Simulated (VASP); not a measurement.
KF: single point with PBE

Crystal: KF.

```
K F
1.0
     2.62902    2.62902    0.00000
    -2.62902    2.62902    0.00000
     0.00000    0.00000    5.50681
K F
2 2
Direct
  0.00000 0.00000 0.00000
  0.50000 0.50000 0.50000
  0.50000 0.50000 0.00000
  0.00000 0.00000 0.50000
```

This cell differs from its parent crystal: biaxial strain in the a-b plane: -3.0 %, then relaxed in part.

```
Program             : VASP 6.6.1
Task                : single point
Functional          : PBE
Potentials or basis : VASP PAW PBE potentials, release 64 (K_sv, F)
Cutoff              : 520 eV
k mesh              : 6 × 6 × 4
Occupations         : gaussian, width 0.02 eV
Spin                : no spin polarisation
```

```
Pressure               : 1.7 GPa
Band gap on the k mesh : 6.14 eV
```

Stress tensor (GPa, compression positive):
```
 2.56  0.00  0.00
 0.00  2.56  0.00
 0.00  0.00 -0.03
```

Levels at points of the mesh, in eV from the valence-band top:
| k point | band 14 | band 15 | band 16 | band 17 | band 18 | band 19 |
| --- | --- | --- | --- | --- | --- | --- |
| (0.00, 0.00, 0.00) | -0.05 | 0.00 | 0.00 | 6.14 | 8.29 | 10.29 |
| (0.50, 0.00, 0.00) | -0.37 | -0.22 | -0.22 | 9.12 | 9.12 | 9.77 |
| (0.50, 0.50, 0.00) | -0.13 | -0.05 | -0.05 | 8.14 | 8.14 | 10.30 |
| (0.00, 0.00, 0.50) | -0.04 | -0.04 | -0.04 | 7.97 | 7.97 | 9.17 |
| (0.50, 0.00, 0.50) | -0.38 | -0.37 | -0.37 | 9.05 | 9.05 | 10.59 |
| (0.50, 0.50, 0.50) | -0.15 | -0.15 | -0.15 | 9.65 | 9.65 | 9.65 |

Run time: 37 s on 1 thread of Intel(R) Xeon(R) 6975P-C (Granite Rapids) (shared host), peak memory 0.19 GiB.

Caveat: the cell differs from its parent crystal (biaxial strain in the a-b plane: -3.0 %, then relaxed in part).
